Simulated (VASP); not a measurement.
Cs2AgBiBr6:

```xyz
10
Lattice="0.0000 5.6161 5.6161 5.6161 0.0000 5.6161 5.6161 5.6161 0.0000" Properties=species:S:1:pos:R:3 pbc="T T T"
Bi    0.0000    0.0000    0.0000
Cs    8.4242    8.4242    8.4242
Cs    2.8081    2.8081    2.8081
Ag    5.6161    5.6161    5.6161
Br    5.6161    5.6161    8.4180
Br    5.6161    5.6161    2.8142
Br    2.8142    5.6161    5.6161
Br    5.6161    8.4180    5.6161
Br    8.4180    5.6161    5.6161
Br    5.6161    2.8142    5.6161
```

Base run:

- Program: VASP 6.6.1
- Functional: r2SCAN
- Potentials or basis: VASP PAW PBE potentials, release 64 (Bi_d, Cs_sv, Ag, Br)
- Cutoff: 520 eV
- k mesh: 4 × 4 × 4
- Occupations: fermi-dirac, width 0.05 eV
- Spin: no spin polarisation

Its results: band gap on the k mesh 1.65 eV (least direct gap 2.84 eV); pressure 1.0 GPa; largest force 0.248 eV/Å.

Task: After a change of settings the same cell gave: band gap on the k mesh 1.32 eV (least direct gap 2.51 eV); pressure 3.1 GPa; largest force 0.262 eV/Å. Which change was it?
A. functional from r2SCAN to PBE; further incar settings from ALGO = Normal; EDIFF = 1e-07; NBANDS = 54 to ALGO = Normal; EDIFF = 1e-06; NBANDS = 54
B. functional from r2SCAN to PBEsol; hubbard terms from none to Ag d U = 3.0 eV
C. functional from r2SCAN to revPBE

Result: C.

Caveats: the PAW data sets were made with another functional, which shifts forces and pressure a little; spin-orbit coupling is left out, which moves the levels of the heavy elements; the cell stands under pressure (at least some runs).
